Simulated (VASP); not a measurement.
# BaTe (P6_3/mmc) in VASP: notebook

Aim: see how the results for BaTe move with the level of theory and the settings. Levels: PBE, r2SCAN. Tasks: single point.

Everything below comes from runs of VASP 6.6.1. Logs are shortened: lines on timing, memory, paths and dates and some standing lists are left out, and cuts for length are marked.

## Step 1: The cell of the first run

It takes space group P6_3/mmc (No. 194, hexagonal). Conventional cell: a = 4.920 Å, b = 4.920 Å, c = 8.687 Å, α = 90.00°, β = 90.00°, γ = 120.00°. Ba (site symmetry -6m2) has 6 Te at 3.58 Å within 4.7 Å. Within 4.7 Å of Te (site symmetry -3m) lie 6 Ba at 3.58 Å and 2 Te at 4.34 Å.

## Step 2: Single point, PBE (volume scaled by 1.040)

Input file INCAR:

```
SYSTEM = BaTe
ALGO = Normal
EDIFF = 1E-7
ENCUT = 520
GGA = PE
ISIF = 2
ISMEAR = 0
LASPH = .TRUE.
LCHARG = .FALSE.
LREAL = .FALSE.
LWAVE = .FALSE.
NBANDS = 24
NELM = 80
PREC = Accurate
SIGMA = 0.05
```

Input file KPOINTS:

```
k-points
0
G
  8 8 6
  0 0 0
```

Input file POSCAR:

```
BaTe
1.0
    4.9202117005      0.0000000000      0.0000000000
   -2.4601058503      4.2610283247      0.0000000000
    0.0000000000      0.0000000000      8.6865831317
Ba Te
2 2
Direct
    0.3333333333      0.6666666667      0.2500000000
    0.6666666667      0.3333333333      0.7500000000
    0.0000000000      0.0000000000      0.0000000000
    0.0000000000      0.0000000000      0.5000000000
```

Potentials or basis: VASP PAW PBE potentials, release 64 (Ba_sv, Te).

On the command line:

```console
$ cat potpaw_PBE.64/Ba_sv/POTCAR potpaw_PBE.64/Te/POTCAR > POTCAR
$ mpirun -np 1 vasp_std > vasp.out
```

OUTCAR:

```text
SYSTEM = BaTe
   EDIFF = 1E-7
   ENCUT = 520
   GGA = PE
   ISIF = 2
   ISMEAR = 0
   LASPH = .TRUE.
   LREAL = .FALSE.
   NELM = 80
   PREC = Accurate

 ion  position               nearest neighbor table
   1  0.333  0.667  0.250-   3 3.58   4 3.58   3 3.58   4 3.58   3 3.58   4 3.58
   2  0.667  0.333  0.750-   3 3.58   4 3.58   3 3.58   4 3.58   3 3.58   4 3.58
   3  0.000  0.000  0.000-   1 3.58   2 3.58   2 3.58   1 3.58   2 3.58   1 3.58
   4  0.000  0.000  0.500-   1 3.58   2 3.58   2 3.58   1 3.58   2 3.58   1 3.58

  LATTYP: Found a hexagonal cell.
 ALAT       =     4.9202117005
 C/A-ratio  =     1.7654897107

  Lattice vectors:

 A1 = (   4.9202117005,   0.0000000000,   0.0000000000)
 A2 = (  -2.4601058503,   4.2610283247,   0.0000000000)
 A3 = (   0.0000000000,   0.0000000000,   8.6865831317)

Analysis of symmetry for initial positions (statically):
=====================================================================
 Subroutine PRICEL returns:
 Original cell was already a primitive cell.

 Routine SETGRP: Setting up the symmetry group for a
 hexagonal supercell.

 Subroutine GETGRP returns: Found 24 space group operations
 (whereof 12 operations were pure point group operations)
 out of a pool of 24 trial point group operations.

The static configuration has the point symmetry D_3d.
 The point group associated with its full space group is D_6h.

Analysis of symmetry for dynamics (positions and initial velocities):
=====================================================================
 Subroutine PRICEL returns:
 Original cell was already a primitive cell.

 Routine SETGRP: Setting up the symmetry group for a
 hexagonal supercell.

 Subroutine GETGRP returns: Found 24 space group operations
 (whereof 12 operations were pure point group operations)
 out of a pool of 24 trial point group operations.

The dynamic configuration has the point symmetry D_3d.
 The point group associated with its full space group is D_6h.

 Subroutine INISYM returns: Found 24 space group operations
 (whereof 12 operations are pure point group operations),
 and found     1 'primitive' translations

----------------------------------------------------------------------------------------

                                     Primitive cell

  volume of cell :     182.1156

  direct lattice vectors                    reciprocal lattice vectors
     4.920211701  0.000000000  0.000000000     0.203243287  0.117342567  0.000000000
    -2.460105850  4.261028325  0.000000000     0.000000000  0.234685133  0.000000000
     0.000000000  0.000000000  8.686583132     0.000000000  0.000000000  0.115120063

  length of vectors
     4.920211701  4.920211701  8.686583132     0.234685133  0.234685133  0.115120063

  position of ions in fractional coordinates (direct lattice)
     0.333333333  0.666666667  0.250000000
     0.666666667  0.333333333  0.750000000
     0.000000000  0.000000000  0.000000000
     0.000000000  0.000000000  0.500000000

  ion indices of the primitive-cell ions
   primitive index   ion index
                 1           1
                 2           2
                 3           3
                 4           4

----------------------------------------------------------------------------------------

 KPOINTS: k-points

Automatic generation of k-mesh.
 Grid dimensions read from file:
 generate k-points for:    8    8    6

 Generating k-lattice:

  Cartesian coordinates                     Fractional coordinates (reciprocal lattice)
     0.025405411  0.014667821  0.000000000     0.125000000  0.000000000  0.000000000
     0.000000000  0.029335642  0.000000000     0.000000000  0.125000000  0.000000000
     0.000000000  0.000000000  0.019186677     0.000000000  0.000000000  0.166666667

  Length of vectors
     0.029335642  0.029335642  0.019186677

  Shift w.r.t. Gamma in fractional coordinates (k-lattice)
     0.000000000  0.000000000  0.000000000

 Subroutine IBZKPT returns following result:
 ===========================================

 Found     40 irreducible k-points:

 Following reciprocal coordinates:
            Coordinates               Weight
  0.000000  0.000000  0.000000      1.000000
  0.125000  0.000000  0.000000      6.000000
  0.250000  0.000000  0.000000      6.000000
  0.375000 -0.000000  0.000000      6.000000
  0.500000  0.000000  0.000000      3.000000
  0.125000  0.125000  0.000000      6.000000
[... 16 lines left out ...]
  0.250000  0.000000  0.333333     12.000000
  0.375000 -0.000000  0.333333     12.000000
 [... further k-points ...]
   k-points           NKPTS =     40   k-points in BZ     NKDIM =     40   number of bands    NBANDS=     24
   number of dos      NEDOS =    301   number of ions     NIONS =      4
   total plane-waves  NPLWV = 112000
   dimension x,y,z NGX =    40 NGY =   40 NGZ =   70
   dimension x,y,z NGXF=    80 NGYF=   80 NGZF=  140
   ions per type =               2   2
[... 69 lines left out ...]
  band No.  band energies     occupation
      1     -25.2753      2.00000
      2     -25.2687      2.00000
      3     -10.6778      2.00000
      4     -10.4248      2.00000
      5     -10.4248      2.00000
      6     -10.4201      2.00000
[... 16 lines left out ...]
     23       5.9174      0.00000
     24       6.8806      0.00000

 k-point     2 :       0.1250    0.0000    0.0000
  band No.  band energies     occupation
      1     -25.2739      2.00000
      2     -25.2676      2.00000
      3     -10.6521      2.00000
      4     -10.4697      2.00000
      5     -10.4464      2.00000
      6     -10.4361      2.00000
[... 16 lines left out ...]
     23       6.4049      0.00000
     24       6.5915      0.00000

 k-point     3 :       0.2500    0.0000    0.0000
  band No.  band energies     occupation
      1     -25.2702      2.00000
      2     -25.2653      2.00000
      3     -10.5856      2.00000
      4     -10.5757      2.00000
      5     -10.5040      2.00000
      6     -10.4563      2.00000
[... 16 lines left out ...]
     23       6.3229      0.00000
     24       6.6714      0.00000

 k-point     4 :       0.3750   -0.0000    0.0000
  band No.  band energies     occupation
      1     -25.2664      2.00000
      2     -25.2631      2.00000
      3     -10.6732      2.00000
      4     -10.5601      2.00000
      5     -10.5070      2.00000
      6     -10.4744      2.00000
[... 16 lines left out ...]
     23       6.5864      0.00000
     24       7.1575      0.00000

 k-point     5 :       0.5000    0.0000    0.0000
  band No.  band energies     occupation
      1     -25.2646      2.00000
      2     -25.2624      2.00000
      3     -10.7115      2.00000
      4     -10.5829      2.00000
      5     -10.4817      2.00000
      6     -10.4594      2.00000
[... 16 lines left out ...]
     23       7.0533      0.00000
     24       7.1050      0.00000

 k-point     6 :       0.1250    0.1250    0.0000
  band No.  band energies     occupation
      1     -25.2713      2.00000
      2     -25.2660      2.00000
      3     -10.6060      2.00000
      4     -10.5405      2.00000
      5     -10.4916      2.00000
      6     -10.4422      2.00000
[... 16 lines left out ...]
     23       6.3532      0.00000
     24       6.4053      0.00000
[... 379 lines left out ...]
 k-point    21 :       0.0000    0.0000    0.3333
  band No.  band energies     occupation
      1     -25.2737      2.00000
      2     -25.2703      2.00000
      3     -10.6126      2.00000
      4     -10.4693      2.00000
      5     -10.4236      2.00000
      6     -10.4236      2.00000
[... 16 lines left out ...]
     23       5.7645      0.00000
     24       6.0244      0.00000

 k-point    22 :       0.1250    0.0000    0.3333
  band No.  band energies     occupation
      1     -25.2723      2.00000
      2     -25.2692      2.00000
      3     -10.5985      2.00000
      4     -10.4949      2.00000
      5     -10.4470      2.00000
      6     -10.4322      2.00000
[... 16 lines left out ...]
     23       6.2579      0.00000
     24       6.4381      0.00000

 k-point    23 :       0.2500    0.0000    0.3333
  band No.  band energies     occupation
      1     -25.2690      2.00000
      2     -25.2665      2.00000
      3     -10.5873      2.00000
      4     -10.5687      2.00000
      5     -10.4814      2.00000
      6     -10.4493      2.00000
[... 16 lines left out ...]
     23       6.5712      0.00000
     24       6.9801      0.00000

 k-point    24 :       0.3750   -0.0000    0.3333
  band No.  band energies     occupation
      1     -25.2656      2.00000
      2     -25.2639      2.00000
      3     -10.6580      2.00000
      4     -10.6077      2.00000
      5     -10.4654      2.00000
      6     -10.4610      2.00000
[... 16 lines left out ...]
     23       6.6510      0.00000
     24       7.1973      0.00000

 [... further k-points ...]

------------------------ aborting loop because EDIFF is reached ----------------------------------------

  FORCE on cell =-STRESS in cart. coord.  units (eV):
  Direction    XX          YY          ZZ          XY          YZ          ZX
  --------------------------------------------------------------------------------------
  -------------------------------------------------------------------------------------
  Total       -0.8048387     -0.8048387     -0.7685878      0.0000000      0.0000000      0.0000000
  in kB       -7.0806355     -7.0806355     -6.7617153      0.0000000      0.0000000      0.0000000
  external PRESSURE =      -6.9743288 kB  Pullay stress =       0.0000000 kB

 VOLUME and BASIS-vectors are now :
 -----------------------------------------------------------------------------
  energy-cutoff  :      520.00
  volume of cell :      182.12
      direct lattice vectors                 reciprocal lattice vectors
     4.920211701  0.000000000  0.000000000     0.203243287  0.117342567  0.000000000
    -2.460105850  4.261028325  0.000000000     0.000000000  0.234685133  0.000000000
     0.000000000  0.000000000  8.686583132     0.000000000  0.000000000  0.115120063

 POSITION                                       TOTAL-FORCE (eV/Angst)
 -----------------------------------------------------------------------------------
     -0.00000      2.84069      2.17165         0.000000      0.000000      0.000000
      2.46011      1.42034      6.51494        -0.000000     -0.000000      0.000000
      0.00000      0.00000      0.00000         0.000000      0.000000      0.000000
      0.00000      0.00000      4.34329         0.000000      0.000000      0.000000
 -----------------------------------------------------------------------------------
    total drift:                               -0.000000      0.000000     -0.000000

  FREE ENERGIE OF THE ION-ELECTRON SYSTEM (eV)
  ---------------------------------------------------
  free  energy   TOTEN  =       -16.9757843114 eV

  energy  without entropy=      -16.9757843114  energy(sigma->0) =      -16.97578431
```

It took 6.1 min on 1 thread of AMD EPYC 7R13, shared host; peak memory 0.39 GiB.

What came out:

- Free energy: -16.9758 eV
- Pressure: -0.7 GPa
- Band gap on the k mesh: 1.36 eV, indirect (least direct gap 1.66 eV)

Levels at points of the mesh, in eV from the valence-band top:
```
           k point  band 13  band 14  band 15  band 16  band 17  band 18  band 19  band 20
(0.00, 0.00, 0.00)    -0.94    -0.64    -0.64     0.00     1.97     2.18     2.66     2.66
(0.50, 0.00, 0.00)    -1.63    -1.27    -0.73    -0.30     1.36     3.19     3.49     3.92
(0.00, 0.00, 0.50)    -0.82    -0.82    -0.82    -0.82     2.91     2.91     3.41     3.41
(0.50, 0.00, 0.50)    -1.38    -1.38    -1.01    -1.01     2.15     2.15     4.29     4.29
```

Caveat: the cell differs from its parent crystal (volume scaled by 1.040); spin-orbit coupling is left out, which moves the levels of the heavy elements. A k mesh can miss the band edges.

## Step 3: Single point, PBE (volume scaled by 1.070)

Input file INCAR:

```
SYSTEM = BaTe
PREC     = Accurate       ! precision mode
ENCUT    = 520            ! plane-wave cutoff, eV
EDIFF    = 1E-6           ! SCF threshold, eV
ISMEAR   = 0              ! smearing method
SIGMA    = 0.05           ! smearing width, eV
LREAL    = .FALSE.        ! projectors in reciprocal space
LASPH    = .TRUE.         ! aspherical terms in the spheres
NELM     = 100            ! most SCF steps
ALGO     = Normal         ! electronic algorithm
ISIF     = 2              ! what is computed and relaxed
LWAVE    = .FALSE.        ! write WAVECAR
LCHARG   = .FALSE.        ! write CHGCAR
GGA      = PE             ! functional
NBANDS   = 24             ! bands
```

Input file KPOINTS:

```
Automatic mesh
0
G
  8 8 6
  0 0 0
```

Input file POSCAR:

```
BaTe
1.0
    4.9670736800      0.0000000000      0.0000000000
   -2.4835368400      4.3016119893      0.0000000000
    0.0000000000      0.0000000000      8.7693174742
Ba Te
2 2
Direct
    0.3333333333      0.6666666667      0.2500000000
    0.6666666667      0.3333333333      0.7500000000
    0.0000000000      0.0000000000      0.0000000000
    0.0000000000      0.0000000000      0.5000000000
```

Potentials or basis: VASP PAW PBE potentials, release 64 (Ba_sv, Te).

On the command line:

```console
$ cat potpaw_PBE.64/Ba_sv/POTCAR potpaw_PBE.64/Te/POTCAR > POTCAR
$ mpirun -np 1 vasp_std > vasp.out
```

Run time: 5.2 min. Hardware: 1 thread of AMD EPYC 7R13, shared host; peak memory 0.39 GiB.

Results (log left out):

```
Free energy            : -16.9420 eV
Pressure               : -1.4 GPa
Band gap on the k mesh : 1.41 eV, indirect (least direct gap 1.70 eV)
```

Stress tensor (GPa, compression positive):
```
-1.32  0.00  0.00
 0.00 -1.32  0.00
 0.00  0.00 -1.43
```

Levels at points of the mesh, in eV from the valence-band top:
```tsv
k point	band 13	band 14	band 15	band 16	band 17	band 18	band 19	band 20
(0.00, 0.00, 0.00)	-0.90	-0.60	-0.60	0.00	1.92	2.21	2.68	2.68
(0.50, 0.00, 0.00)	-1.57	-1.20	-0.71	-0.28	1.41	3.17	3.46	3.84
(0.00, 0.00, 0.50)	-0.78	-0.78	-0.78	-0.78	2.88	2.88	3.36	3.36
(0.50, 0.00, 0.50)	-1.32	-1.32	-0.97	-0.97	2.17	2.17	4.23	4.23
```

Caveat: the cell differs from its parent crystal (volume scaled by 1.070); spin-orbit coupling is left out, which moves the levels of the heavy elements. A k mesh can miss the band edges.

## Step 4: Single point, PBE (volume scaled by 1.100)

Input file INCAR:

```
SYSTEM = BaTe
PREC = Accurate ; ENCUT = 520
EDIFF = 1E-6 ; ISMEAR = 0
SIGMA = 0.05 ; LREAL = .FALSE.
LASPH = .TRUE. ; NELM = 60
ALGO = Normal ; ISIF = 2
LWAVE = .FALSE. ; LCHARG = .TRUE.
GGA = PE ; LELF = .TRUE.
LVHAR = .TRUE. ; NBANDS = 24
```

KPOINTS is that of step 3.

Input file POSCAR:

```
BaTe
1.0
    5.0237194294      0.0000000000      0.0000000000
   -2.5118597147      4.3506686473      0.0000000000
    0.0000000000      0.0000000000      8.8130280452
Ba Te
2 2
Direct
    0.3333333333      0.6666666667      0.2500000000
    0.6666666667      0.3333333333      0.7500000000
    0.0000000000      0.0000000000      0.0000000000
    0.0000000000      0.0000000000      0.5000000000
```

On the command line:

```console
$ cat potpaw_PBE.64/Ba_sv/POTCAR potpaw_PBE.64/Te/POTCAR > POTCAR
$ mpirun -np 1 vasp_std > vasp.out
```

Wall time 5 min (1 thread of AMD EPYC 7R13, shared host); peak memory 0.4 GiB.

Results (log left out):

* Free energy: -16.8888 eV
* Pressure: -1.9 GPa
* Band gap on the k mesh: 1.43 eV, indirect (least direct gap 1.70 eV)

Levels at points of the mesh, in eV from the valence-band top:
| k point | band 13 | band 14 | band 15 | band 16 | band 17 | band 18 | band 19 | band 20 |
| --- | --- | --- | --- | --- | --- | --- | --- | --- |
| (0.00, 0.00, 0.00) | -0.90 | -0.61 | -0.61 | 0.00 | 1.84 | 2.21 | 2.66 | 2.66 |
| (0.50, 0.00, 0.00) | -1.53 | -1.18 | -0.73 | -0.27 | 1.43 | 3.13 | 3.43 | 3.74 |
| (0.00, 0.00, 0.50) | -0.78 | -0.78 | -0.78 | -0.78 | 2.80 | 2.80 | 3.31 | 3.31 |
| (0.50, 0.00, 0.50) | -1.29 | -1.29 | -0.96 | -0.96 | 2.17 | 2.17 | 4.14 | 4.14 |

Caveat: the cell differs from its parent crystal (volume scaled by 1.100); spin-orbit coupling is left out, which moves the levels of the heavy elements. A k mesh can miss the band edges.

## Step 5: Single point, r2SCAN

This run uses another cell than the first one, of 43.78 Å³/atom, 0.962 times its volume.

Input file POSCAR:

```
BaTe
1.0
    4.8488408938      0.0000000000      0.0000000000
   -2.4244204469      4.1992193930      0.0000000000
    0.0000000000      0.0000000000      8.6001762635
Ba Te
2 2
Direct
    0.3333333333      0.6666666667      0.2500000000
    0.6666666667      0.3333333333      0.7500000000
    0.0000000000      0.0000000000      0.0000000000
    0.0000000000      0.0000000000      0.5000000000
```

Input file INCAR.step1:

```
  ALGO = Normal
  EDIFF = 1E-4
  ENCUT = 520
  GGA = PE
  ISMEAR = 0
  LASPH = T
  LCHARG = F
  LREAL = F
  LWAVE = T
  NBANDS = 24
  NELM = 80
  PREC = Accurate
  SIGMA = 0.05
```

Input file INCAR.step2:

```
  ALGO = Normal
  EDIFF = 1E-6
  ENCUT = 520
  ISIF = 2
  ISMEAR = 0
  ISTART = 1
  LASPH = T
  LCHARG = F
  LMIXTAU = T
  LREAL = F
  LWAVE = F
  METAGGA = R2SCAN
  NBANDS = 24
  NELM = 80
  PREC = Accurate
  SIGMA = 0.05
```

Input file KPOINTS:

```
k-points
0
Gamma
  8 8 6
```

On the command line:

```console
$ cat potpaw_PBE.64/Ba_sv/POTCAR potpaw_PBE.64/Te/POTCAR > POTCAR
$ cp INCAR.step1 INCAR
$ mpirun -np 1 vasp_std > vasp.out
$ cp INCAR.step2 INCAR
$ mpirun -np 1 vasp_std > vasp.out
```

Run time: 15 min. Hardware: 1 thread of AMD EPYC 7R13, shared host; peak memory 0.38 GiB.

The run converged. Its results:

| Item | Value |
| --- | --- |
| Free energy | -111.7364 eV |
| Pressure | 0.4 GPa |
| Band gap on the k mesh | 1.59 eV, indirect (least direct gap 1.91 eV) |

Stress tensor (GPa, compression positive):
```
0.29 0.00 0.00
0.00 0.29 0.00
0.00 0.00 0.52
```

Levels at points of the mesh, in eV from the valence-band top:
| k point | band 12 | band 13 | band 14 | band 15 | band 16 | band 17 | band 18 | band 19 | band 20 | band 21 |
| --- | --- | --- | --- | --- | --- | --- | --- | --- | --- | --- |
| (0.00, 0.00, 0.00) | -0.98 | -0.98 | -0.68 | -0.68 | 0.00 | 2.41 | 2.72 | 3.05 | 3.05 | 3.51 |
| (0.50, 0.00, 0.00) | -1.88 | -1.73 | -1.34 | -0.75 | -0.32 | 1.59 | 3.67 | 3.87 | 4.60 | 4.66 |
| (0.00, 0.00, 0.50) | -1.73 | -0.86 | -0.86 | -0.86 | -0.86 | 3.48 | 3.48 | 3.83 | 3.83 | 3.96 |
| (0.50, 0.00, 0.50) | -2.04 | -1.44 | -1.44 | -1.06 | -1.06 | 2.43 | 2.43 | 4.88 | 4.88 | 5.09 |

Caveat: the PAW data sets were made with another functional, which shifts forces and pressure a little; spin-orbit coupling is left out, which moves the levels of the heavy elements. r2SCAN opens gaps a little over a GGA but as a rule still falls short of measured ones.

## Step 6: The runs side by side

```tsv
level	cell	gap on the mesh (eV)	pressure (GPa)
PBE	a = 4.920, b = 4.920, c = 8.687 Å, angles 90.0, 90.0, 120.0°, 4 atoms	1.36	-0.7
PBE	a = 4.967, b = 4.967, c = 8.769 Å, angles 90.0, 90.0, 120.0°, 4 atoms	1.41	-1.4
PBE	a = 5.024, b = 5.024, c = 8.813 Å, angles 90.0, 90.0, 120.0°, 4 atoms	1.43	-1.9
r2SCAN	a = 4.849, b = 4.849, c = 8.600 Å, angles 90.0, 90.0, 120.0°, 4 atoms	1.59	0.4
```

Alike in all rows: task single point; potentials or basis VASP PAW PBE potentials, release 64 (Ba_sv, Te); no spin polarisation; k mesh 8 × 8 × 6; cutoff (eV) 520; smearing gaussian 0.05 eV.

Caveats: spin-orbit coupling is left out, which moves the levels of the heavy elements; the PAW data sets were made with another functional, which shifts forces and pressure a little (some runs).

Absolute energies hang on the potentials; compare differences alone.
